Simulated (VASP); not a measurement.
# Ni (Fm-3m) in VASP: further runs, part 2 of 2

VASP 6.6.1. Earlier steps stand in the parts before.

## 3. Single point, PBE, collinear spin, ferromagnetic start

Contents of INCAR:

```
SYSTEM = Ni
PREC = Accurate
ENCUT = 520
EDIFF = 1E-7
ISMEAR = -1
SIGMA = 0.1
LREAL = .FALSE.
LASPH = .TRUE.
NELM = 150
ALGO = Normal
ISIF = 2
LWAVE = .FALSE.
LCHARG = .TRUE.
ISPIN = 2
MAGMOM = 1
LORBIT = 11
LMAXMIX = 4
GGA = PE
LELF = .TRUE.
LVHAR = .TRUE.
NBANDS = 15
```

Contents of KPOINTS:

```
regular mesh
0
G
  19 19 19
  0 0 0
```

Contents of POSCAR:

```
Ni
1.0
    0.0000000000      1.7065558094      1.7065558094
    1.7065558094      0.0000000000      1.7065558094
    1.7065558094      1.7065558094      0.0000000000
Ni
1
Direct
    0.0000000000      0.0000000000      0.0000000000
```

Potentials or basis: VASP PAW PBE potentials, release 64 (Ni).

Command:

```console
> cat potpaw_PBE.64/Ni/POTCAR > POTCAR
> mpirun -np 1 vasp_std > vasp.out
```

Run time: 44 s. Hardware: 1 thread of Intel Xeon 6975P-C, shared host; peak memory 0.16 GiB.

It converged, with:

* Free energy: -5.4359 eV
* Pressure: 22.5 GPa
* Net moment: 0.57 μB per cell
* Site moments: Ni +0.58 μB
* Valence electrons inside the program's atomic spheres: Ni 9.49

Levels at points of the mesh, in eV from the Fermi level:
Spin up:
| k point | band 1 | band 2 | band 3 | band 4 | band 5 | band 6 | band 7 | band 8 | band 9 | band 10 |
| --- | --- | --- | --- | --- | --- | --- | --- | --- | --- | --- |
| (0.00, 0.00, 0.00) | -9.64 | -2.62 | -2.62 | -2.62 | -1.30 | -1.30 | 24.50 | 29.08 | 29.08 | 29.08 |
Spin down:
```csv
k point,band 2,band 3,band 4,band 5,band 6,band 7,band 8,band 9
"(0.00, 0.00, 0.00)",-1.94,-1.94,-1.94,-0.75,-0.75,24.36,29.06,29.06
```

## 4. Single point, PBE, collinear spin, ferromagnetic start

Contents of INCAR:

```
PREC = Accurate ; ENCUT = 520
EDIFF = 1E-7 ; ISMEAR = -1
SIGMA = 0.1 ; LREAL = False
LASPH = True ; NELM = 150
ALGO = Normal ; ISIF = 2
LWAVE = False ; LCHARG = True
ISPIN = 2 ; MAGMOM = 1
LORBIT = 11 ; LMAXMIX = 4
GGA = PE ; LELF = True
LVHAR = True ; NBANDS = 15
```

Contents of KPOINTS:

```
Automatic mesh
0
Gamma
  19 19 19
```

Contents of POSCAR:

```
Ni
1.0
    0.0000000000      1.7064336896      1.7064336896
    1.7064336896      0.0000000000      1.7064336896
    1.7064336896      1.7064336896      0.0000000000
Ni
1
Direct
    0.0000000000      0.0000000000      0.0000000000
```

Potentials or basis: VASP PAW PBE potentials, release 64 (Ni).

Command:

```console
> cat potpaw_PBE.64/Ni/POTCAR > POTCAR
> mpirun -np 1 vasp_std > vasp.out
```

OUTCAR:

```text
PREC = Accurate
   ENCUT = 520
   EDIFF = 1E-7
   ISMEAR = -1
   LREAL = False
   LASPH = True
   NELM = 150
   ISIF = 2
   ISPIN = 2
   LORBIT = 11
   GGA = PE

 ion  position               nearest neighbor table
   1  0.000  0.000  0.000-

  LATTYP: Found a face centered cubic cell.
 ALAT       =     3.4128673792

  Lattice vectors:

 A1 = (   0.0000000000,   1.7064336896,   1.7064336896)
 A2 = (   1.7064336896,   0.0000000000,   1.7064336896)
 A3 = (   1.7064336896,   1.7064336896,   0.0000000000)

Analysis of symmetry for initial positions (statically):
=====================================================================
 Subroutine PRICEL returns:
 Original cell was already a primitive cell.

 Routine SETGRP: Setting up the symmetry group for a
 face centered cubic supercell.

 Subroutine GETGRP returns: Found 48 space group operations
 (whereof 48 operations were pure point group operations)
 out of a pool of 48 trial point group operations.

The static configuration has the point symmetry O_h .

[... 630 lines left out ...]
     10      39.7667      0.00000
     11      43.1932      0.00000
     12      43.1932      0.00000
     13      43.1932      0.00000
     14      45.6686      0.00000
[... 403 lines left out ...]
      4       8.9657      1.00000
      5      10.0548      0.99852
      6      10.4233      0.94412
      7      24.7943      0.00000
      8      33.7317      0.00000
      9      36.9436      0.00000
     10      39.6394      0.00000
     11      41.3555      0.00000
     12      42.6025      0.00000
     13      46.6936      0.00000
     14      50.2075      0.00000
     15      52.8667      0.00000

 [... further k-points ...]

------------------------ aborting loop because EDIFF is reached ----------------------------------------

  FORCE on cell =-STRESS in cart. coord.  units (eV):
  Direction    XX          YY          ZZ          XY          YZ          ZX
  --------------------------------------------------------------------------------------
  -------------------------------------------------------------------------------------
  Total        1.4013381      1.4013381      1.4013381      0.0000000      0.0000000     -0.0000000
  in kB      225.9203068    225.9203068    225.9203068      0.0000000      0.0000000     -0.0000000
  external PRESSURE =     225.9203068 kB  Pullay stress =       0.0000000 kB

 VOLUME and BASIS-vectors are now :
 -----------------------------------------------------------------------------
  energy-cutoff  :      520.00
  volume of cell :        9.94
      direct lattice vectors                 reciprocal lattice vectors
     0.000000000  1.706433690  1.706433690    -0.293008749  0.293008749  0.293008749
     1.706433690  0.000000000  1.706433690     0.293008749 -0.293008749  0.293008749
     1.706433690  1.706433690  0.000000000     0.293008749  0.293008749 -0.293008749

 POSITION                                       TOTAL-FORCE (eV/Angst)
 -----------------------------------------------------------------------------------
      0.00000      0.00000      0.00000         0.000000      0.000000      0.000000
 -----------------------------------------------------------------------------------
    total drift:                               -0.000000     -0.000000      0.000000

  FREE ENERGIE OF THE ION-ELECTRON SYSTEM (eV)
  ---------------------------------------------------
  free  energy   TOTEN  =        -5.4355669811 eV

  energy  without entropy=       -5.3846280098  energy(sigma->0) =       -5.41009750

 total charge

# of ion       s       p       d       tot
------------------------------------------
    1        0.538   0.584   8.365   9.487

 magnetization (x)

# of ion       s       p       d       tot
------------------------------------------
    1       -0.007  -0.025   0.607   0.576
```

Wall time 46 s (1 thread of Intel Xeon 6975P-C, shared host); peak memory 0.17 GiB.

Results:

| Item | Value |
| --- | --- |
| Free energy | -5.4356 eV |
| Pressure | 22.6 GPa |
| Net moment | 0.57 μB per cell |
| Site moments | Ni +0.58 μB |
| Valence electrons inside the program's atomic spheres | Ni 9.49 |

## 5. Single point, PBE, collinear spin, ferromagnetic start

This run uses another cell than the first one, of 10.91 Å³/atom, 1.098 times its volume.

Contents of INCAR:

```
SYSTEM = Ni
  ALGO = Normal
  EDIFF = 1E-6
  ENCUT = 520
  GGA = PE
  ISIF = 2
  ISMEAR = -1
  ISPIN = 2
  LASPH = .True.
  LCHARG = .True.
  LELF = .True.
  LMAXMIX = 4
  LORBIT = 11
  LREAL = .False.
  LVHAR = .True.
  LWAVE = .False.
  MAGMOM = 1
  NBANDS = 15
  NELM = 150
  PREC = Accurate
  SIGMA = 0.1
```

Contents of KPOINTS:

```
k-points
0
Gamma
  19 19 19
  0 0 0
```

Contents of POSCAR:

```
Ni
1.0
    0.0000000000      1.7604614598      1.7604614598
    1.7604614598      0.0000000000      1.7604614598
    1.7604614598      1.7604614598      0.0000000000
Ni
1
Direct
    0.0000000000      0.0000000000      0.0000000000
```

Command:

```console
> cat potpaw_PBE.64/Ni/POTCAR > POTCAR
> mpirun -np 1 vasp_std > vasp.out
```

Run time: 49 s. Hardware: 1 thread of Intel Xeon 6975P-C, shared host; peak memory 0.17 GiB.

Results (log left out):

- Free energy: -5.4979 eV
- Pressure: -0.2 GPa
- Net moment: 0.61 μB per cell
- Site moments: Ni +0.62 μB
- Valence electrons inside the program's atomic spheres: Ni 9.30

Levels at points of the mesh, in eV from the Fermi level:
Spin up:
```tsv
k point	band 3	band 4	band 5	band 6	band 7	band 8
(0.00, 0.00, 0.00)	-2.40	-2.40	-1.24	-1.24	23.71	27.55
```
Spin down:
| k point | band 3 | band 4 | band 5 | band 6 | band 7 | band 8 |
| --- | --- | --- | --- | --- | --- | --- |
| (0.00, 0.00, 0.00) | -1.67 | -1.67 | -0.65 | -0.65 | 23.55 | 27.53 |

## 6. Relaxation of cell and atoms, PBE, collinear spin, ferromagnetic start, target pressure 23 GPa, at which the enthalpy is minimised

Contents of INCAR:

```
ALGO = Normal
EDIFF = 1E-6
EDIFFG = -0.005
ENCUT = 600
GGA = PE
IBRION = 2
ISIF = 3
ISMEAR = -1
ISPIN = 2
LASPH = T
LCHARG = F
LMAXMIX = 4
LORBIT = 11
LREAL = F
LWAVE = F
MAGMOM = 1
NELM = 150
NSW = 60
PREC = Accurate
PSTRESS = 230.0
SIGMA = 0.1
```

Contents of KPOINTS:

```
k-points
0
Gamma
  19 19 19
```

Contents of POSCAR:

```
Ni
1.0
    0.0000000000      1.7066035612      1.7066035612
    1.7066035612      0.0000000000      1.7066035612
    1.7066035612      1.7066035612      0.0000000000
Ni
1
Direct
    0.0000000000      0.0000000000      0.0000000000
```

Potentials or basis: VASP PAW PBE potentials, release 64 (Ni).

Command:

```console
> cat potpaw_PBE.64/Ni/POTCAR > POTCAR
> mpirun -np 1 vasp_std > vasp.out
```

Wall time 67 s (1 thread of Intel Xeon 6975P-C, shared host); peak memory 0.17 GiB.

The run converged. Its results:

```
Free energy                                            : -5.4327 eV
Relaxed volume                                         : 9.92 Å³/atom
Relaxed cell                                           : a = 2.412 Å, b = 2.412 Å, c = 2.412 Å, α = 60.00°, β = 60.00°, γ = 60.00°
Space group after relaxing (to 0.05 Å)                 : Fm-3m (No. 225)
Energy change on relaxing (the enthalpy is what falls) : +3.0 meV/atom
Ionic steps                                            : 3
Pressure after relaxing                                : 23.1 GPa
Net moment                                             : 0.57 μB per cell
Site moments                                           : Ni +0.57 μB
Valence electrons inside the program's atomic spheres  : Ni 9.49
```

The path:
```csv
step,energy change (eV),largest force (eV/Å),pressure (GPa),volume (Å³)
1,0.0000,0.0000,22.32,9.94
2,0.0089,0.0000,24.31,9.88
3,0.0030,0.0000,23.06,9.92
```

Final structure:
```cif
data_structure
_symmetry_space_group_name_H-M 'P 1'
_symmetry_Int_Tables_number 1
_cell_length_a 2.4118
_cell_length_b 2.4118
_cell_length_c 2.4118
_cell_angle_alpha 60.000
_cell_angle_beta 60.000
_cell_angle_gamma 60.000
_cell_volume 9.92
loop_
_atom_site_label
_atom_site_type_symbol
_atom_site_fract_x
_atom_site_fract_y
_atom_site_fract_z
_atom_site_occupancy
Ni1 Ni 0.00000 0.00000 0.00000 1
```

Levels at points of the mesh, in eV from the Fermi level:
Spin up:
| k point | band 3 | band 4 | band 5 | band 6 | band 7 | band 8 |
| --- | --- | --- | --- | --- | --- | --- |
| (0.00, 0.00, 0.00) | -2.63 | -2.63 | -1.30 | -1.30 | 24.52 | 29.11 |
Spin down:
```csv
k point,band 3,band 4,band 5,band 6,band 7,band 8
"(0.00, 0.00, 0.00)",-1.95,-1.95,-0.76,-0.76,24.38,29.09
```

Caveat: the cell is relaxed towards a set pressure, so the enthalpy falls and the energy may rise.

## 7. Overview

| task | cell | cutoff (eV) | gap on the mesh (eV) | pressure (GPa) | moment (μB) |
| --- | --- | --- | --- | --- | --- |
| single point | a = 2.414 Å, angles 60.0°, 1 atom | 520 | none | 22.5 | 0.57 |
| single point | a = 2.413 Å, angles 60.0°, 1 atom | 520 | none | 22.6 | 0.57 |
| single point | a = 2.490 Å, angles 60.0°, 1 atom | 520 | none | -0.2 | 0.61 |
| relaxation of cell and atoms | relaxed to 23 GPa from a = 2.414 Å, angles 60.0°, 1 atom | 600 | none | 23.1 | 0.57 |

Alike in all rows: level PBE; potentials or basis VASP PAW PBE potentials, release 64 (Ni); spin collinear, ferromagnetic start; k mesh 19 × 19 × 19; smearing fermi-dirac 0.1 eV.

Caveats: the cell is relaxed towards a set pressure, so the enthalpy falls and the energy may rise (some runs).

Total energies depend on the potentials used, so only differences within one code and one set of settings carry meaning.
